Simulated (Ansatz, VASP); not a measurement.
TiRh3 in VASP and in Ansatz

Contents of INCAR:

```
SYSTEM = TiRh3
  PREC = Accurate
  ENCUT = 520
  EDIFF = 1E-8
  ISMEAR = -1
  SIGMA = 0.03
  LREAL = .FALSE.
  LASPH = .TRUE.
  NELM = 60
  ALGO = Normal
  ISIF = 2
  LWAVE = .FALSE.
  LCHARG = .FALSE.
  LEFG = .TRUE.
  NBANDS = 36
```

KPOINTS

```
Automatic mesh
0
G
  10 10 10
  0 0 0
```

The input POSCAR:

```
TiRh3
1.0
    3.7963482204      0.0000000000      0.0000000000
    0.0000000000      3.7963482204      0.0000000000
    0.0000000000      0.0000000000      3.7963482204
Ti Rh
1 3
Direct
    0.0000000000      0.0000000000      0.0000000000
    0.0000000000      0.5000000000      0.5000000000
    0.5000000000      0.0000000000      0.5000000000
    0.5000000000      0.5000000000      0.0000000000
```

Input for Ansatz:

```yaml
crystal:
  lattice:
    - [3.7963482204, 0.0, 0.0]
    - [0.0, 3.7963482204, 0.0]
    - [0.0, 0.0, 3.7963482204]
  atoms:
    - { symbol: Ti, position: [0.0, 0.0, 0.0] }
    - { symbol: Rh, position: [0.0, 0.5, 0.5] }
    - { symbol: Rh, position: [0.5, 0.0, 0.5] }
    - { symbol: Rh, position: [0.5, 0.5, 0.0] }
kpoints:
  mp_grid: { grid: [10, 10, 10] }
scf:
  occupations: { method: fermi_dirac, width: 0.03 }
hamiltonian:
  xc: lda
  pseudopotentials: { kind: all_electron, datasets: crystal }
output:
  forces: true
  stress: true
  eigenvalues: true
  efg: { contact_densities: true }
```

Change from the starting cell: volume scaled by 0.98, crystal datasets.

Alike in both runs: task electric field gradients; functional LDA; k mesh 10 × 10 × 10; occupations fermi-dirac, width 0.03 eV; no spin polarisation.

|  | VASP | Ansatz |
| --- | --- | --- |
| version | VASP 6.6.1 | Ansatz 0.2.0 |
| potentials or method | VASP PAW LDA potentials, release 64 (Ti_sv, Rh_pv), cutoff 520 eV | all-electron PAW with datasets made for the crystal, scalar-relativistic |

|  | VASP | Ansatz | Ansatz less VASP |
| --- | --- | --- | --- |
| pressure (GPa) | -4.7 | -5.4 | -0.69 |
| size of Vzz on the site where it differs most (V/Å²) | 34.7 | 30.7 | -4.06 |

LDA's correlation is that of Perdew and Zunger in VASP and of Perdew and Wang (1992) in Ansatz. Ansatz ran all-electron here, and VASP with PAW potentials.
